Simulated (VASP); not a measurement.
# Ta16Cu in VASP: single point with PBE+D3(BJ)

Aim: the single point of Ta16Cu with PBE+D3(BJ).

All numbers are computed with VASP 6.6.1; they aren't measurements. Logs are shortened: lines on timing, memory, paths and dates and some standing lists are left out, and cuts for length are marked.

**1. The cell of the first run**

The cell holds a slab with vacuum, 17 atoms: a = 6.570 Å, b = 6.570 Å, c = 21.910 Å, α = 90.00°, β = 90.00°, γ = 90.00°.

**2. Single point, PBE+D3(BJ)**

Input file INCAR:

```
PREC     = Accurate       # precision mode
ENCUT    = 520            # plane-wave cutoff, eV
EDIFF    = 1E-6           # SCF threshold, eV
ISMEAR   = 0              # smearing method
SIGMA    = 0.1            # smearing width, eV
LREAL    = Auto         
LASPH    = True           # aspherical terms in the spheres
NELM     = 100            # most SCF steps
ALGO     = Normal         # electronic algorithm
ISIF     = 2              # what is computed and relaxed
LWAVE    = False          # write WAVECAR
LCHARG   = False          # write CHGCAR
LDIPOL   = True         
IDIPOL   = 3            
DIPOL    = 0.5 0.5 0.308
GGA      = PE             # functional
IVDW     = 12             # dispersion correction
NBANDS   = 108            # bands
```

Input file KPOINTS:

```
regular mesh
0
Gamma
  4 4 1
```

Input file POSCAR:

```
Ta16Cu
1.0
    6.5699959905      0.0000000000      0.0000000000
    0.0000000000      6.5699959905      0.0000000000
    0.0000000000      0.0000000000     21.9099229040
Ta Cu
16 1
Direct
    0.2500000000      0.2500000000      0.1825656812
    0.2500000000      0.7500000000      0.1825656812
    0.7500000000      0.2500000000      0.1825656812
    0.7500000000      0.7500000000      0.1825656812
    0.0000000000      0.0000000000      0.2575316683
    0.0000000000      0.5000000000      0.2575316683
    0.5000000000      0.0000000000      0.2575316683
    0.5000000000      0.5000000000      0.2575316683
    0.2500000000      0.2500000000      0.3326484497
    0.2500000000      0.7500000000      0.3326484497
    0.7500000000      0.2500000000      0.3326484497
    0.7500000000      0.7500000000      0.3326484497
    0.0000000000      0.0000000000      0.4020973941
    0.0000000000      0.5000000000      0.4020973941
    0.5000000000      0.0000000000      0.4020973941
    0.5000000000      0.5000000000      0.4020973941
    0.0000000000      0.0000000000      0.5435857970
```

Potentials or basis: VASP PAW PBE potentials, release 64 (Ta_pv, Cu).

Launch:

```bash
$ cat potpaw_PBE.64/Ta_pv/POTCAR potpaw_PBE.64/Cu/POTCAR > POTCAR
$ mpirun -np 1 vasp_std > vasp.out
```

OUTCAR:

```text
PREC = Accurate
   ENCUT = 520
   EDIFF = 1E-6
   ISMEAR = 0
   LREAL = Auto
   LASPH = True
   NELM = 100
   ISIF = 2
   GGA = PE
   IVDW = 12
 IVDW          = 12

 ion  position               nearest neighbor table
   1  0.250  0.250  0.183-   5 2.84   6 2.84   7 2.84   8 2.84   2 3.28   3 3.28   2 3.28   3 3.28
                             9 3.29
   2  0.250  0.750  0.183-   5 2.84   6 2.84   7 2.84   8 2.84   1 3.28   4 3.28   1 3.28   4 3.28
                            10 3.29
   3  0.750  0.250  0.183-   5 2.84   6 2.84   7 2.84   8 2.84   1 3.28   4 3.28   4 3.28   1 3.28
                            11 3.29
   4  0.750  0.750  0.183-   5 2.84   6 2.84   7 2.84   8 2.84   2 3.28   3 3.28   3 3.28   2 3.28
                            12 3.29
   5  0.000  0.000  0.258-   1 2.84   2 2.84   3 2.84   4 2.84   9 2.85  10 2.85  11 2.85  12 2.85
                            13 3.17   7 3.28   6 3.28   6 3.28   7 3.28
   6  0.000  0.500  0.258-   1 2.84   2 2.84   3 2.84   4 2.84   9 2.85  10 2.85  11 2.85  12 2.85
                            14 3.17   8 3.28   5 3.28   5 3.28   8 3.28
   7  0.500  0.000  0.258-   1 2.84   2 2.84   3 2.84   4 2.84   9 2.85  10 2.85  11 2.85  12 2.85
                            15 3.17   8 3.28   5 3.28   8 3.28   5 3.28
   8  0.500  0.500  0.258-   1 2.84   2 2.84   3 2.84   4 2.84   9 2.85  10 2.85  11 2.85  12 2.85
                            16 3.17   7 3.28   6 3.28   7 3.28   6 3.28
   9  0.250  0.250  0.333-  13 2.78  14 2.78  15 2.78  16 2.78   5 2.85   6 2.85   7 2.85   8 2.85
                            10 3.28  11 3.28  10 3.28  11 3.28   1 3.29
  10  0.250  0.750  0.333-  13 2.78  14 2.78  15 2.78  16 2.78   5 2.85   6 2.85   7 2.85   8 2.85
                             9 3.28  12 3.28   9 3.28  12 3.28   2 3.29
  11  0.750  0.250  0.333-  13 2.78  14 2.78  15 2.78  16 2.78   5 2.85   6 2.85   7 2.85   8 2.85
                             9 3.28  12 3.28  12 3.28   9 3.28   3 3.29
  12  0.750  0.750  0.333-  13 2.78  14 2.78  15 2.78  16 2.78   5 2.85   6 2.85   7 2.85   8 2.85
                            10 3.28  11 3.28  11 3.28  10 3.28   4 3.29
  13  0.000  0.000  0.402-   9 2.78  10 2.78  11 2.78  12 2.78  17 3.10   5 3.17  15 3.28  14 3.28
                            14 3.28  15 3.28
  14  0.000  0.500  0.402-   9 2.78  10 2.78  11 2.78  12 2.78   6 3.17  13 3.28  16 3.28  13 3.28
                            16 3.28
  15  0.500  0.000  0.402-   9 2.78  10 2.78  11 2.78  12 2.78   7 3.17  13 3.28  16 3.28  16 3.28
                            13 3.28
  16  0.500  0.500  0.402-   9 2.78  10 2.78  11 2.78  12 2.78   8 3.17  14 3.28  15 3.28  15 3.28
                            14 3.28
  17  0.000  0.000  0.544-  13 3.10

  LATTYP: Found a simple tetragonal cell.
 ALAT       =     6.5699959905
 C/A-ratio  =     3.3348457040

  Lattice vectors:

 A1 = (   6.5699959905,   0.0000000000,   0.0000000000)
 A2 = (   0.0000000000,   6.5699959905,   0.0000000000)
 A3 = (   0.0000000000,   0.0000000000,  21.9099229040)

Analysis of symmetry for initial positions (statically):
=====================================================================
 Subroutine PRICEL returns:
 Original cell was already a primitive cell.

 Routine SETGRP: Setting up the symmetry group for a
 simple tetragonal supercell.

 Subroutine GETGRP returns: Found  8 space group operations
 (whereof  8 operations were pure point group operations)
 out of a pool of 16 trial point group operations.

The static configuration has the point symmetry C_4v.

Analysis of symmetry for dynamics (positions and initial velocities):
=====================================================================
 Subroutine PRICEL returns:
 Original cell was already a primitive cell.

 Routine SETGRP: Setting up the symmetry group for a
 simple tetragonal supercell.

 Subroutine GETGRP returns: Found  8 space group operations
 (whereof  8 operations were pure point group operations)
 out of a pool of 16 trial point group operations.

The dynamic configuration has the point symmetry C_4v.

 Subroutine INISYM returns: Found  8 space group operations
 (whereof  8 operations are pure point group operations),
 and found     1 'primitive' translations

----------------------------------------------------------------------------------------

                                     Primitive cell

  volume of cell :     945.7385

  direct lattice vectors                    reciprocal lattice vectors
     6.569995990  0.000000000  0.000000000     0.152207094  0.000000000  0.000000000
     0.000000000  6.569995990  0.000000000     0.000000000  0.152207094  0.000000000
[... 58 lines left out ...]

  Length of vectors
     0.038051774  0.038051774  0.045641420

  Shift w.r.t. Gamma in fractional coordinates (k-lattice)
     0.000000000  0.000000000  0.000000000

 Subroutine IBZKPT returns following result:
 ===========================================

 Found      6 irreducible k-points:

 Following reciprocal coordinates:
            Coordinates               Weight
  0.000000  0.000000  0.000000      1.000000
  0.250000  0.000000  0.000000      4.000000
  0.500000  0.000000  0.000000      2.000000
  0.250000  0.250000  0.000000      4.000000
  0.500000  0.250000  0.000000      4.000000
  0.500000  0.500000  0.000000      1.000000
   k-points           NKPTS =      6   k-points in BZ     NKDIM =      6   number of bands    NBANDS=    108
   number of dos      NEDOS =    301   number of ions     NIONS =     17
   total plane-waves  NPLWV = 420000
   dimension x,y,z NGX =    50 NGY =   50 NGZ =  168
   dimension x,y,z NGXF=   100 NGYF=  100 NGZF=  336
   ions per type =              16   1
   NGX,Y,Z   is equivalent  to a cutoff of  12.65, 12.65, 12.75 a.u.
   NGXF,Y,Z  is equivalent  to a cutoff of  25.30, 25.30, 25.49 a.u.
 SYSTEM =  unknown system
   PREC   = accura    normal or accurate (medium, high low for compatibility)
   ISTART =      0    job   : 0-new  1-cont  2-samecut
   ICHARG =      2    charge: 1-file 2-atom 10-const
   ISPIN  =      1    spin polarized calculation?
   LNONCOLLINEAR =      F non collinear calculations
   LSORBIT =      F    spin-orbit coupling
   LASPH  =      T    aspherical Exc in radial PAW
   ENCUT  =  520.0 eV  38.22 Ry    6.18 a.u.  12.22 12.22 40.74*2*pi/ulx,y,z
   NELM   =    100;   NELMIN=  2; NELMDL= -5     # of ELM steps
   EDIFF  = 0.1E-05   stopping-criterion for ELM
   LREAL  =      T    real-space projection
   EDIFFG = 0.1E-04   stopping-criterion for IOM
   NSW    =      0    number of steps for IOM
   IBRION =     -1    ionic relax: 0-MD 1-quasi-New 2-CG
   NFREE  =      0    steps in history (QN), initial steepest desc. (CG)
   ISIF   =      2    stress and relaxation
   ISYM   =      2    0-nonsym 1-usesym 2-fastsym
   POTIM  = 0.5000    time-step for ionic-motion
   TEBEG  =    0.0;   TEEND  =   0.0 temperature during run
   PSTRESS=    0.0 pullay stress
   NELECT =     187.0000    total number of electrons
   NUPDOWN=      -1.0000    fix difference up-down
   EMIN   =  10.00;   EMAX   =-10.00  energy-range for DOS
   EFERMI =   0.00;   METHOD = LEGACY
   ISMEAR =     0;   SIGMA  =   0.10  broadening in eV -4-tet -1-fermi 0-gaus
   EFERMI_NEDOS =   21; number of points for ismear=-14 and -15
   IALGO  =     38    algorithm
   IMIX   =      4    mixing-type and parameters
     AMIX     =   0.40;   BMIX     =  1.00
     AMIX_MAG =   1.60;   BMIX_MAG =  1.00
  volume/ion in A,a.u.               =      55.63       375.42
  Fermi-wavevector in a.u.,A,eV,Ry     =   0.953744  1.802314 12.376227  0.909627
  Thomas-Fermi vector in A             =   2.082427
   LORBIT       =      0    0 simple, 1 ext, 2 COOP (PROOUT), +10 PAW based schemes
   GGA     = PE    functional components
   LHFCALC =     F    Hartree Fock is set to
   AEXX    =    0.0000 exact exchange contribution
   IVDW    =    12    specifies the selected vdW correction
   LEPSILON=     F    determine dielectric tensor
   LRPA    =     F    only Hartree local field effects (RPA)
 non-spin polarized calculation
 Gauss-broadening in eV      SIGMA  =   0.10
  energy-cutoff  :      520.00
  volume of cell :      945.74
 maximum number of plane-waves:     25516
 NGX is ok and might be reduce to    50
   NGX = 25   NGY = 25   NGZ = 81

 dipolmoment           0.000000      0.000000     -4.294167 electrons x Angstroem

 number of electron     186.9999994 magnetization

 dipolmoment           0.000000      0.000000      0.031575 electrons x Angstroem

 Free energy of the ion-electron system (eV)
  ---------------------------------------------------
  ext. energy  EPLUGINS =         0.00000000
  ---------------------------------------------------
  free energy    TOTEN  =      -176.14135562 eV

  energy without entropy =     -176.06471614  energy(sigma->0) =     -176.10303588

 E-fermi :  -0.7674     XC(G=0):  -5.2501

 val. band max:       -0.8280514372   @ k =   0.5000   0.5000   0.0000
 cond. band min:      -0.7478413316   @ k =   0.2500   0.0000   0.0000
 fundamental gap:      0.0802101056
 Fermi energy:        -0.7674104281

 k-point     1 :       0.0000    0.0000    0.0000
  band No.  band energies     occupation
      1     -35.7625      2.00000
      2     -35.7476      2.00000
      3     -35.7404      2.00000
      4     -35.7404      2.00000
      5     -35.7338      2.00000
      6     -35.7338      2.00000
[... 637 lines left out ...]
    104      -0.2892      0.00000
    105      -0.2753      0.00000
 [bands above 105 left out]

------------------------ aborting loop because EDIFF is reached ----------------------------------------

 vacuum level on the upper side and lower side of the slab       (xc-potential included)        -0.113        -0.218

 Edisp (eV)   -6.80835

 E8    (eV) :    -3.7012

  FORCE on cell =-STRESS in cart. coord.  units (eV):
  Direction    XX          YY          ZZ          XY          YZ          ZX
  --------------------------------------------------------------------------------------
  -------------------------------------------------------------------------------------
  Total     -18.92431   -18.92431    -7.11854     0.00000     0.00000     0.00000
  in kB     -32.05970   -32.05970   -12.05953     0.00000     0.00000     0.00000
  external pressure =      -25.39 kB  Pullay stress =        0.00 kB

 VOLUME and BASIS-vectors are now :
 -----------------------------------------------------------------------------
  energy-cutoff  :      520.00
  volume of cell :      945.74
      direct lattice vectors                 reciprocal lattice vectors
     6.569995990  0.000000000  0.000000000     0.152207094  0.000000000  0.000000000
     0.000000000  6.569995990  0.000000000     0.000000000  0.152207094  0.000000000
     0.000000000  0.000000000 21.909922904     0.000000000  0.000000000  0.045641420

 POSITION                                       TOTAL-FORCE (eV/Angst)
 -----------------------------------------------------------------------------------
      1.64250      1.64250      4.00000         0.011344      0.011344      0.499551
      1.64250      4.92750      4.00000         0.011344     -0.011344      0.499551
      4.92750      1.64250      4.00000        -0.011344      0.011344      0.499551
      4.92750      4.92750      4.00000        -0.011344     -0.011344      0.499551
      0.00000      0.00000      5.64250        -0.000000      0.000000     -0.636181
      0.00000      3.28500      5.64250         0.000000      0.000000     -0.505051
[... 9 lines left out ...]
      3.28500      3.28500      8.80992        -0.000000      0.000000     -0.258432
      0.00000      0.00000     11.90992        -0.000000      0.000000     -1.367151
 -----------------------------------------------------------------------------------
    total drift:                                0.000000      0.000000     -0.002266

  FREE ENERGIE OF THE ION-ELECTRON SYSTEM (eV)
  ---------------------------------------------------
  free  energy   TOTEN  =      -182.9497073031 eV

  energy  without entropy=     -182.8730678296  energy(sigma->0) =     -182.91138757

 vacuum level on the upper side and lower side of the slab         3.273         3.167
```

Wall time 77 min (1 thread of Intel Xeon 8259CL, shared host); peak memory 1 GiB.

Results:

| Property | Result |
| --- | --- |
| Free energy | -182.9497 eV |
| Largest force | 1.395 eV/Å |
| Band gap on the k mesh | zero (an odd number of electrons rules out a gap without spin polarisation) |
| Dispersion energy per atom | -0.400 eV |

Forces in eV/Å, atoms in the order of the input:
```
Ta   0.011  0.011  0.500
Ta   0.011 -0.011  0.500
Ta  -0.011  0.011  0.500
Ta  -0.011 -0.011  0.500
Ta   0.000  0.000 -0.636
Ta   0.000  0.000 -0.505
Ta   0.000  0.000 -0.505
Ta   0.000  0.000 -0.507
Ta   0.006  0.006 -0.018
Ta   0.006 -0.006 -0.018
Ta  -0.006  0.006 -0.018
Ta  -0.006 -0.006 -0.018
Ta   0.000  0.000  1.395
Ta   0.000  0.000  0.228
Ta   0.000  0.000  0.228
Ta   0.000  0.000 -0.258
Cu   0.000  0.000 -1.367
```

Levels at points of the mesh, in eV from the Fermi level:
```
           k point  band 90  band 91  band 92  band 93  band 94  band 95  band 96  band 97
(0.00, 0.00, 0.00)    -0.07    -0.07    -0.07     0.14     0.15     0.18     0.18     0.37
(0.50, 0.00, 0.00)    -0.56    -0.43    -0.43    -0.35    -0.07     0.13     0.31     0.31
(0.50, 0.50, 0.00)    -0.88    -0.85    -0.85    -0.82    -0.53    -0.12    -0.12    -0.12
```

Caveat: spin-orbit coupling is left out, which moves the levels of the heavy elements.

The gap in the log of VASP goes by the Fermi energy; the results here count the filled bands.